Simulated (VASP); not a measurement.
# InSe (R3m) in VASP: further runs

Runs on InSe. Level: PBEsol. Tasks: single point.

Program: VASP 6.6.1. These are calculated values, not measurements. Logs are shortened: lines on timing, memory, paths and dates and some standing lists are left out, and cuts for length are marked.

## Step 1: The cell of the first run

The structure is trigonal, space group R3m (No. 160). The conventional cell has a = 3.779 Å, b = 3.779 Å, c = 23.091 Å, α = 90.00°, β = 90.00°, γ = 120.00°. Within 3.4 Å of In (site symmetry 3m) lie 3 Se at 2.56 Å and 1 In at 2.65 Å. Within 3.4 Å of In (site symmetry 3m) lie 3 Se at 2.57 Å and 1 In at 2.65 Å. Within 3.4 Å of Se (site symmetry 3m) lie 3 In at 2.56 Å and 3 Se at 3.21 Å. Within 3.4 Å of Se (site symmetry 3m) lie 3 In at 2.57 Å and 3 Se at 3.21 Å.

## Step 2: Single point, PBEsol

INCAR reads:

```
SYSTEM = InSe
PREC = Accurate
ENCUT = 520
EDIFF = 1E-6
ISMEAR = -1
SIGMA = 0.05
LREAL = .False.
LASPH = .True.
NELM = 100
ALGO = Normal
ISIF = 2
LWAVE = .False.
LCHARG = .False.
GGA = PS
NBANDS = 27
```

KPOINTS reads:

```
regular mesh
0
Gamma
  8 8 8
  0 0 0
```

POSCAR reads:

```
InSe
1.0
    1.8894461227      1.0908722276      7.6970975573
   -1.8894461227      1.0908722276      7.6970975573
    0.0000000000     -2.1817444551      7.6970975573
In Se
2 2
Direct
    0.8867797364      0.8867797364      0.8867797364
    0.0016256650      0.0016256650      0.0016256650
    0.1621629280      0.1621629280      0.1621629280
    0.3934316705      0.3934316705      0.3934316705
```

Potentials or basis: VASP PAW PBE potentials, release 64 (In_d, Se).

On the command line:

```sh
$ cat potpaw_PBE.64/In_d/POTCAR potpaw_PBE.64/Se/POTCAR > POTCAR
$ mpirun -np 1 vasp_std > vasp.out
```

OUTCAR:

```text
SYSTEM = InSe
   PREC = Accurate
   ENCUT = 520
   EDIFF = 1E-6
   ISMEAR = -1
   LREAL = .False.
   LASPH = .True.
   NELM = 100
   ISIF = 2
   GGA = PS

 ion  position               nearest neighbor table
   1  0.887  0.887  0.887-   3 2.56   3 2.56   3 2.56   2 2.65
   2  0.002  0.002  0.002-   4 2.57   4 2.57   4 2.57   1 2.65
   3  0.162  0.162  0.162-   1 2.56   1 2.56   1 2.56
   4  0.393  0.393  0.393-   2 2.57   2 2.57   2 2.57

  LATTYP: Found a trigonal (rhomboedric) cell.
 ALAT       =     8.0003324727
 COS(alpha) =     0.8884465645

  Lattice vectors:

 A1 = (   1.8894461227,   1.0908722276,   7.6970975573)
 A2 = (  -1.8894461227,   1.0908722276,   7.6970975573)
 A3 = (   0.0000000000,  -2.1817444551,   7.6970975573)

Analysis of symmetry for initial positions (statically):
=====================================================================
 Subroutine PRICEL returns:
 Original cell was already a primitive cell.

 Routine SETGRP: Setting up the symmetry group for a
 trigonal (rhombohedral) supercell.

 Subroutine GETGRP returns: Found  6 space group operations
 (whereof  6 operations were pure point group operations)
 out of a pool of 12 trial point group operations.

The static configuration has the point symmetry C_3v.

Analysis of symmetry for dynamics (positions and initial velocities):
=====================================================================
 Subroutine PRICEL returns:
 Original cell was already a primitive cell.

 Routine SETGRP: Setting up the symmetry group for a
 trigonal (rhombohedral) supercell.

 Subroutine GETGRP returns: Found  6 space group operations
 (whereof  6 operations were pure point group operations)
 out of a pool of 12 trial point group operations.

The dynamic configuration has the point symmetry C_3v.

 Subroutine INISYM returns: Found  6 space group operations
 (whereof  6 operations are pure point group operations),
 and found     1 'primitive' translations

----------------------------------------------------------------------------------------

                                     Primitive cell

  volume of cell :      95.1890

[... 86 lines left out ...]
   ISPIN  =      1    spin polarized calculation?
   LNONCOLLINEAR =      F non collinear calculations
   LSORBIT =      F    spin-orbit coupling
   LASPH  =      T    aspherical Exc in radial PAW
   ENCUT  =  520.0 eV  38.22 Ry    6.18 a.u.  14.88 14.88 14.88*2*pi/ulx,y,z
   NELM   =    100;   NELMIN=  2; NELMDL= -5     # of ELM steps
   EDIFF  = 0.1E-05   stopping-criterion for ELM
   LREAL  =      F    real-space projection
   EDIFFG = 0.1E-04   stopping-criterion for IOM
   NSW    =      0    number of steps for IOM
   IBRION =     -1    ionic relax: 0-MD 1-quasi-New 2-CG
   NFREE  =      0    steps in history (QN), initial steepest desc. (CG)
   ISIF   =      2    stress and relaxation
   ISYM   =      2    0-nonsym 1-usesym 2-fastsym
   POTIM  = 0.5000    time-step for ionic-motion
   TEBEG  =    0.0;   TEEND  =   0.0 temperature during run
   PSTRESS=    0.0 pullay stress
   NELECT =      38.0000    total number of electrons
   NUPDOWN=      -1.0000    fix difference up-down
   EMIN   =  10.00;   EMAX   =-10.00  energy-range for DOS
   EFERMI =   0.00;   METHOD = LEGACY
   ISMEAR =    -1;   SIGMA  =   0.05  broadening in eV -4-tet -1-fermi 0-gaus
   EFERMI_NEDOS =   21; number of points for ismear=-14 and -15
   IALGO  =     38    algorithm
   IMIX   =      4    mixing-type and parameters
     AMIX     =   0.40;   BMIX     =  1.00
     AMIX_MAG =   1.60;   BMIX_MAG =  1.00
  volume/ion in A,a.u.               =      23.80       160.59
  Fermi-wavevector in a.u.,A,eV,Ry     =   1.205426  2.277924 19.769964  1.453051
  Thomas-Fermi vector in A             =   2.341122
   LORBIT       =      0    0 simple, 1 ext, 2 COOP (PROOUT), +10 PAW based schemes
   GGA     = PS    functional components
   LHFCALC =     F    Hartree Fock is set to
   AEXX    =    0.0000 exact exchange contribution
   IVDW    =     0    specifies the selected vdW correction
   LEPSILON=     F    determine dielectric tensor
   LRPA    =     F    only Hartree local field effects (RPA)
 non-spin polarized calculation
  energy-cutoff  :      520.00
  volume of cell :       95.19
 maximum number of plane-waves:      2588
   NGX = 29   NGY = 29   NGZ = 29

 number of electron      38.0000003 magnetization

 Free energy of the ion-electron system (eV)
  ---------------------------------------------------
  ext. energy  EPLUGINS =         0.00000000
  ---------------------------------------------------
  free energy    TOTEN  =       -15.07183649 eV

  energy without entropy =      -15.07181621  energy(sigma->0) =      -15.07182635

 E-fermi :   6.5545     XC(G=0): -10.1338

 val. band max:        6.1983071075   @ k =   0.5000   0.5000   0.3750
 cond. band min:       6.8751331766   @ k =   0.5000   0.0000  -0.0000
 fundamental gap:      0.6768260691
 Fermi energy:         6.5544940102

 k-point     1 :       0.0000    0.0000    0.0000
  band No.  band energies     occupation
      1      -8.9609      2.00000
      2      -8.6823      2.00000
      3      -8.6823      2.00000
      4      -8.5542      2.00000
      5      -8.5491      2.00000
      6      -8.5491      2.00000
[... 709 lines left out ...]
     26      12.9644      0.00000
     27      13.6209      0.00000

 [... further k-points ...]

------------------------ aborting loop because EDIFF is reached ----------------------------------------

  FORCE on cell =-STRESS in cart. coord.  units (eV):
  Direction    XX          YY          ZZ          XY          YZ          ZX
  --------------------------------------------------------------------------------------
  -------------------------------------------------------------------------------------
  Total        6.0199591      6.0199591      6.0109543      0.0000000      0.0000000      0.0000000
  in kB      101.3252028    101.3252028    101.1736380      0.0000000      0.0000000      0.0000000
  external PRESSURE =     101.2746812 kB  Pullay stress =       0.0000000 kB

 VOLUME and BASIS-vectors are now :
 -----------------------------------------------------------------------------
  energy-cutoff  :      520.00
  volume of cell :       95.19
      direct lattice vectors                 reciprocal lattice vectors
     1.889446123  1.090872228  7.697097557     0.264627816  0.152782941  0.043306367
    -1.889446123  1.090872228  7.697097557    -0.264627816  0.152782941  0.043306367
     0.000000000 -2.181744455  7.697097557     0.000000000 -0.305565881  0.043306367

 POSITION                                       TOTAL-FORCE (eV/Angst)
 -----------------------------------------------------------------------------------
      0.00000      0.00000     20.47689         0.000000      0.000000      0.024236
      0.00000      0.00000      0.03754         0.000000     -0.000000     -0.024598
      0.00000      0.00000      3.74455         0.000000     -0.000000     -0.024408
      0.00000      0.00000      9.08485         0.000000      0.000000      0.024769
 -----------------------------------------------------------------------------------
    total drift:                                0.000000      0.000000      0.000143

  FREE ENERGIE OF THE ION-ELECTRON SYSTEM (eV)
  ---------------------------------------------------
  free  energy   TOTEN  =       -15.0718364947 eV

  energy  without entropy=      -15.0718162067  energy(sigma->0) =      -15.07182635
```

OSZICAR:

```text
N       E                     dE             d eps       ncg     rms          rms(c)
DAV:   1     0.346901611241E+03    0.34690E+03   -0.17426E+04  3510   0.165E+03
DAV:   2     0.248163327921E+02   -0.32209E+03   -0.31232E+03  3544   0.407E+02
DAV:   3    -0.137570246329E+02   -0.38573E+02   -0.37418E+02  4402   0.148E+02
DAV:   4    -0.154568384518E+02   -0.16998E+01   -0.16947E+01  4281   0.305E+01
DAV:   5    -0.155231572268E+02   -0.66319E-01   -0.66307E-01  5366   0.597E+00    0.814E+00
DAV:   6    -0.151201456631E+02    0.40301E+00   -0.75459E-01  4922   0.155E+01    0.485E+00
DAV:   7    -0.150747245592E+02    0.45421E-01   -0.34482E-01  5283   0.505E+00    0.109E+00
DAV:   8    -0.150721377935E+02    0.25868E-02   -0.32721E-02  5361   0.201E+00    0.704E-01
DAV:   9    -0.150718266689E+02    0.31112E-03   -0.45211E-03  3885   0.370E-01    0.146E-01
DAV:  10    -0.150718131814E+02    0.13488E-04   -0.29705E-04  5326   0.144E-01    0.707E-02
DAV:  11    -0.150718391446E+02   -0.25963E-04   -0.86262E-05  4415   0.773E-02    0.161E-02
DAV:  12    -0.150718360458E+02    0.30988E-05   -0.90694E-06  5016   0.364E-02    0.134E-02
DAV:  13    -0.150718364947E+02   -0.44889E-06   -0.19794E-06  3079   0.869E-03
   1 F= -.15071836E+02 E0= -.15071826E+02  d E =-.202880E-04
```

stdout:

```text
POSCAR found type information on POSCAR InSe
 POSCAR found :  2 types and       4 ions
 scaLAPACK will be used
 -----------------------------------------------------------------------------
|                                                                             |
|                                                                             |
|     You enforced a specific xc type in the INCAR file but a different       |
|     I HOPE YOU KNOW WHAT YOU ARE DOING!                                     |
|                                                                             |
 -----------------------------------------------------------------------------

 LDA part: xc-table for (Slater+PW92), standard interpolation
 POSCAR, INCAR and KPOINTS ok, starting setup
 FFT: planning ... GRIDC
 FFT: planning ... GRID_SOFT
 FFT: planning ... GRID
 WAVECAR not read
 entering main loop
```

Run time: 5 min. Hardware: 1 thread of Intel Xeon Platinum 8488C (Sapphire Rapids), shared host; peak memory 0.53 GiB.

What came out:

```yaml
Free_energy: -15.0718 eV
Pressure: 10.1 GPa
Largest_force: 0.025 eV/Å
Band_gap_on_the_k_mesh: 0.68 eV (least direct gap 0.93 eV)
```

Forces on the atoms (eV/Å):
```
In   0.000  0.000  0.024
In   0.000  0.000 -0.025
Se   0.000  0.000 -0.024
Se   0.000  0.000  0.025
```

Caveat: the cell stands under pressure; the PAW data sets were made with another functional, which shifts forces and pressure a little; spin-orbit coupling is left out, which moves the levels of the heavy elements.

## Step 3: Single point, PBEsol

This run uses another cell than the first one, of 25.62 Å³/atom.

INCAR reads:

```
ALGO = Normal
EDIFF = 1E-7
ENCUT = 520
GGA = PS
ISIF = 2
ISMEAR = -1
LASPH = True
LCHARG = False
LREAL = False
LWAVE = False
NBANDS = 27
NELM = 80
PREC = Accurate
SIGMA = 0.05
```

KPOINTS reads:

```
k-points
0
Gamma
  8 8 8
```

POSCAR reads:

```
InSe
1.0
    1.9408625282      1.1205575031      7.8537730622
   -1.9408625282      1.1205575031      7.8537730622
    0.0000000000     -2.2411150062      7.8537730622
In Se
2 2
Direct
    0.8868581377      0.8868581377      0.8868581377
    0.0016588607      0.0016588607      0.0016588607
    0.1646682712      0.1646682712      0.1646682712
    0.3908147304      0.3908147304      0.3908147304
```

Potentials or basis: VASP PAW PBE potentials, release 64 (In_d, Se).

On the command line:

```sh
$ cat potpaw_PBE.64/In_d/POTCAR potpaw_PBE.64/Se/POTCAR > POTCAR
$ mpirun -np 1 vasp_std > vasp.out
```

Wall time 7.3 min (1 thread of Intel Xeon Platinum 8488C (Sapphire Rapids), shared host); peak memory 0.62 GiB.

The run converged. Its results:

* Free energy: -15.4096 eV
* Pressure: 5.1 GPa
* Largest force: 0.024 eV/Å
* Band gap on the k mesh: 0.57 eV

Forces on the atoms (eV/Å):
```
In   0.000  0.000  0.022
In   0.000  0.000 -0.023
Se   0.000  0.000 -0.023
Se   0.000  0.000  0.024
```

Levels at points of the mesh, in eV from the valence-band top:
| k point | band 15 | band 16 | band 17 | band 18 | band 19 | band 20 | band 21 | band 22 | band 23 | band 24 |
| --- | --- | --- | --- | --- | --- | --- | --- | --- | --- | --- |
| (0.00, 0.00, 0.00) | -2.06 | -1.49 | -1.49 | -1.10 | -1.10 | 2.26 | 2.45 | 4.49 | 4.49 | 4.70 |
| (0.50, 0.00, 0.00) | -4.01 | -2.96 | -2.71 | -2.18 | -1.78 | 0.82 | 2.23 | 3.66 | 4.09 | 4.89 |
| (0.50, 0.50, 0.00) | -3.69 | -3.12 | -2.88 | -1.94 | -1.66 | 0.87 | 2.17 | 3.01 | 3.38 | 4.08 |
| (0.50, 0.50, 0.50) | -1.56 | -1.56 | -1.01 | -1.01 | 0.00 | 0.57 | 2.50 | 4.30 | 4.30 | 5.83 |

Caveat: the cell stands under pressure; the PAW data sets were made with another functional, which shifts forces and pressure a little; spin-orbit coupling is left out, which moves the levels of the heavy elements. A k mesh can miss the band edges.

## Step 4: Single point, PBEsol

This run uses another cell than the first one, of 27.27 Å³/atom.

INCAR reads:

```
PREC = Accurate ; ENCUT = 520
EDIFF = 1E-6 ; ISMEAR = -1
SIGMA = 0.05 ; LREAL = False
LASPH = True ; NELM = 60
ALGO = Normal ; ISIF = 2
LWAVE = False ; LCHARG = False
GGA = PS ; NBANDS = 27
```

KPOINTS reads:

```
regular mesh
0
Gamma
  8 8 8
```

POSCAR reads:

```
InSe
1.0
    1.9784853938      1.1422790747      8.0442927368
   -1.9784853938      1.1422790747      8.0442927368
    0.0000000000     -2.2845581494      8.0442927368
In Se
2 2
Direct
    0.8874446119      0.8874446119      0.8874446119
    0.0011630542      0.0011630542      0.0011630542
    0.1673854345      0.1673854345      0.1673854345
    0.3880068995      0.3880068995      0.3880068995
```

On the command line:

```sh
$ cat potpaw_PBE.64/In_d/POTCAR potpaw_PBE.64/Se/POTCAR > POTCAR
$ mpirun -np 1 vasp_std > vasp.out
```

Wall time 7 min (1 thread of Intel Xeon Platinum 8488C (Sapphire Rapids), shared host); peak memory 0.61 GiB.

It converged, with:

```yaml
Free_energy: -15.5520 eV
Pressure: 2.1 GPa
Largest_force: 0.017 eV/Å
Band_gap_on_the_k_mesh: 0.34 eV
```

Forces on the atoms (eV/Å):
```
In   0.000  0.000  0.014
In   0.000  0.000 -0.017
Se   0.000  0.000 -0.013
Se   0.000  0.000  0.016
```

Levels at points of the mesh, in eV from the valence-band top:
| k point | band 17 | band 18 | band 19 | band 20 | band 21 | band 22 |
| --- | --- | --- | --- | --- | --- | --- |
| (0.00, 0.00, 0.00) | -1.47 | -1.23 | -1.23 | 1.95 | 2.08 | 4.30 |
| (0.50, 0.00, 0.00) | -2.59 | -2.27 | -1.77 | 0.89 | 2.02 | 3.59 |
| (0.50, 0.50, 0.00) | -2.76 | -2.05 | -1.63 | 0.91 | 1.98 | 3.11 |
| (0.50, 0.50, 0.50) | -1.14 | -1.14 | 0.00 | 0.34 | 2.17 | 4.16 |

Caveat: the PAW data sets were made with another functional, which shifts forces and pressure a little; spin-orbit coupling is left out, which moves the levels of the heavy elements. A k mesh can miss the band edges.

## Step 5: The runs side by side

```tsv
cell	gap on the mesh (eV)	pressure (GPa)	largest force (eV/Å)
a = 8.000 Å, angles 27.3°, 4 atoms, atomic positions A	0.68	10.1	0.02
a = 8.167 Å, angles 27.5°, 4 atoms, atomic positions B	0.57	5.1	0.02
a = 8.362 Å, angles 27.4°, 4 atoms, atomic positions C	0.34	2.1	0.02
```

Alike in all rows: task single point; level PBEsol; potentials or basis VASP PAW PBE potentials, release 64 (In_d, Se); no spin polarisation; k mesh 8 × 8 × 8; cutoff (eV) 520; smearing fermi-dirac 0.05 eV.

Caveats: the PAW data sets were made with another functional, which shifts forces and pressure a little; spin-orbit coupling is left out, which moves the levels of the heavy elements; the cell stands under pressure (at least some runs).

Absolute energies hang on the potentials; compare differences alone.
